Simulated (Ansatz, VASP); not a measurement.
## One calculation of Ta2C, two programs

```xyz
6
Lattice="-1.5477 -2.6806 0.0000 1.5477 -2.6806 0.0000 0.0000 0.0000 14.3422" Properties=species:S:1:pos:R:3 pbc="T T T"
Ta    0.0000   -3.5741    8.6260
Ta    0.0000   -3.5741    3.7050
Ta    0.0000   -1.7871    1.2161
Ta    0.0000   -1.7871    6.1372
C    -1.5477   -2.6806    7.3816
C    -1.5477   -2.6806    2.4605
```

Alike in both runs: task single point; functional PBEsol; k mesh 17 × 17 × 5; occupations gaussian, width 0.15 eV; no spin polarisation.

```csv
,VASP,Ansatz
version,VASP 6.6.1,Ansatz 0.2.0
potentials or method,"VASP PAW PBE potentials, release 64 (Ta_pv, C), cutoff 520 eV","scalar-relativistic, plane waves, PAW"
valence electrons in the cell,52,60
```

```tsv
	VASP	Ansatz	Ansatz less VASP
gap on the k mesh at the Fermi level (eV)	none	none	-
rms of the force components (eV/Å)	0.334	0.353	+0.0187
```

VASP's potentials were made for PBE, not for PBEsol. Atom by atom the forces differ by 0.021 eV/Å (rms over components). A gap of «none» marks a metal or a gap that the smearing closes. VASP's potentials hold 52 valence electrons a cell and Ansatz's 60, so a difference there can come from the potentials and not from the codes.

Neither program's run includes spin-orbit coupling.
